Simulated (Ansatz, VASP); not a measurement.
**SiW2 in VASP and in Ansatz**

```xyz
6
Lattice="3.2009 0.0000 0.0000 0.0000 3.2009 0.0000 0.0000 0.0000 8.7337" Properties=species:S:1:pos:R:3 pbc="T T T"
Si    0.0000    1.6005    8.0302
Si    1.6005    0.0000    0.7034
W     0.0000    1.6005    5.1394
W     1.6005    0.0000    3.5942
W     1.6005    0.0000    6.7598
W     0.0000    1.6005    1.9739
```

Alike in both runs: task relaxation of cell and atoms; functional PBE; k mesh 10 × 10 × 4; occupations gaussian, width 0.1 eV; no spin polarisation.

```csv
,VASP,Ansatz
version,VASP 6.6.1,Ansatz 0.2.0
potentials or method,"VASP PAW PBE potentials, release 64 (Si, W_sv), cutoff 600 eV","scalar-relativistic, plane waves, PAW"
valence electrons in the cell,64,64
```

Ansatz gave:

| Property | Result |
| --- | --- |
| gap on the k mesh at the Fermi level, each at its own relaxed structure (eV) | none |
| relaxed volume (Å³/atom) | 14.92 |
| relaxed length of the cell vector where the two differ most in proportion (Å) | 3.201 |

Estimate VASP's values.

gap on the k mesh at the Fermi level, each at its own relaxed structure (eV): none; relaxed volume (Å³/atom): 14.93; relaxed length of the cell vector where the two differ most in proportion (Å): 3.202.

A gap of «none» marks a metal or a gap that the smearing closes.

Neither program's run includes spin-orbit coupling.
